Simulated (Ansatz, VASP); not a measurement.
## Two plane-wave programs on ZnSe

File INCAR:

```
SYSTEM = ZnSe
  PREC = Accurate
  ENCUT = 520
  EDIFF = 1E-6
  ISMEAR = 0
  SIGMA = 0.05
  LREAL = .False.
  LASPH = .True.
  NELM = 60
  ALGO = Normal
  ISIF = 2
  LWAVE = .False.
  LCHARG = .True.
  GGA = PE
  LELF = .True.
  LVHAR = .True.
  NBANDS = 16
```

KPOINTS

```
Automatic mesh
0
Gamma
  10 10 10
  0 0 0
```

The input POSCAR:

```
ZnSe
1.0
    0.0000000000      2.9915496886      2.5428172353
    2.9915496886      0.0000000000      2.5428172353
    2.9915496886      2.9915496886      0.0000000000
Zn Se
1 1
Direct
    0.0000000000      0.0000000000      0.0000000000
    0.7500000000      0.7500000000      0.7500000000
```

Input for Ansatz:

```yaml
crystal:
  lattice:
    - [0.0, 2.9915496886, 2.5428172353]
    - [2.9915496886, 0.0, 2.5428172353]
    - [2.9915496886, 2.9915496886, 0.0]
  atoms:
    - { symbol: Zn, position: [0.0, 0.0, 0.0] }
    - { symbol: Se, position: [0.75, 0.75, 0.75] }
basis:
  ecutwfc: 420
kpoints:
  mp_grid: { grid: [10, 10, 10] }
hamiltonian:
  xc: pbe
scf:
  occupations: { method: gaussian, width: 0.05 }
output:
  forces: true
  stress: true
  eigenvalues: true
```

Alike in both runs: task single point; functional PBE; k mesh 10 × 10 × 10; occupations gaussian, width 0.05 eV; no spin polarisation.

|  | VASP | Ansatz |
| --- | --- | --- |
| version | VASP 6.6.1 | Ansatz 0.2.0 |
| potentials or method | VASP PAW PBE potentials, release 64 (Zn, Se), cutoff 520 eV | scalar-relativistic, plane waves, PAW |
| valence electrons in the cell | 18 | 28 |

|  | VASP | Ansatz | Ansatz less VASP |
| --- | --- | --- | --- |
| gap on the k mesh at the Fermi level (eV) | 0.93 | 0.92 | -0.002 |
| least direct gap on the mesh (eV) | 0.93 | 0.92 | -0.002 |
| pressure (GPa) | 1.7 | 1.5 | -0.21 |
| traceless stress, the component that is largest in VASP (GPa) | 2.60 | 2.63 | +0.031 |

VASP's potentials hold 18 valence electrons a cell and Ansatz's 28, so a difference there can come from the potentials and not from the codes.
